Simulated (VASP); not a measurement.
A run of VASP 6.6.1 is set up as follows.

File INCAR:

```
SYSTEM = Se
PREC = Accurate ; ENCUT = 520
EDIFF = 1E-6 ; ISMEAR = -1
SIGMA = 0.05 ; LREAL = .False.
LASPH = .True. ; NELM = 80
ALGO = Normal ; ISIF = 2
LWAVE = .False. ; LCHARG = .True.
GGA = PE ; LELF = .True.
LVHAR = .True. ; NBANDS = 16
```

Contents of KPOINTS:

```
regular mesh
0
Gamma
  6 6 5
  0 0 0
```

POSCAR

```
Se
1.0
    4.3662000000      0.0000000000      0.0000000000
   -2.1831000000      3.7812401180      0.0000000000
    0.0000000000      0.0000000000      4.9536000000
Se
3
Direct
    0.7746000000      0.7746000000      0.0000000000
    0.0000000000      0.2254000000      0.6666666667
    0.2254000000      0.0000000000      0.3333333333
```

Potentials or basis: VASP PAW PBE potentials, release 64 (Se).

Run with:

```console
$ cat potpaw_PBE.64/Se/POTCAR > POTCAR
$ mpirun -np 1 vasp_std > vasp.out
```

**Question.** Predict the pressure.

**Answer.** 2.9 GPa.

**Question.** What does it give for the band gap on the k mesh?

**Answer.** 1.31 eV, indirect (least direct gap 1.51 eV).

**Question.** What does it give for the largest force?

**Answer.** 0.432 eV/Å.

Forces in eV/Å, atoms in the order of the input:
```
Se  -0.216 -0.374  0.000
Se  -0.216  0.374  0.000
Se   0.432  0.000  0.000
```

A k mesh can miss the band edges.
